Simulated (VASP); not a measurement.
Wanted: the native input for a VASP 6.6.1 run.

| Quantity | Value |
| --- | --- |
| Task | single point |
| Functional | PBE |
| Potentials or basis | VASP PAW PBE potentials, release 64 (Sb) |
| Cutoff | 520 eV |
| k mesh | 6 × 6 × 4 |
| Occupations | gaussian, width 0.1 eV |
| Spin | no spin polarisation |
| Dipole correction | no |
| Further INCAR settings | ALGO = Normal; EDIFF = 1e-06; NBANDS = 8 |

The structure of Sb lies in POSCAR:

```
Sb
1.0
    3.0311485627      0.0000000000      0.0000000000
    0.0000000000      3.0311485627      0.0000000000
    0.0000000000      0.0000000000      3.2869034282
Sb
1
Direct
    0.0000000000      0.0000000000      0.0000000000
```

The input as run:

INCAR

```
PREC = Accurate
ENCUT = 520
EDIFF = 1E-6
ISMEAR = 0
SIGMA = 0.1
LREAL = False
LASPH = True
NELM = 80
ALGO = Normal
ISIF = 2
LWAVE = False
LCHARG = False
GGA = PE
NBANDS = 8
```

KPOINTS

```
Automatic mesh
0
Gamma
  6 6 4
```

Potentials or basis: VASP PAW PBE potentials, release 64 (Sb).

Command:

```bash
$ cat potpaw_PBE.64/Sb/POTCAR > POTCAR
$ mpirun -np 1 vasp_std > vasp.out
```

It gave:

The pressure is 0.0 GPa.

Caveat: the k points lie up to 0.48 Å⁻¹ apart.

Wall time 7.3 s on 1 thread of Intel Xeon 8259CL, with other jobs on the host, peak memory 0.13 GiB.
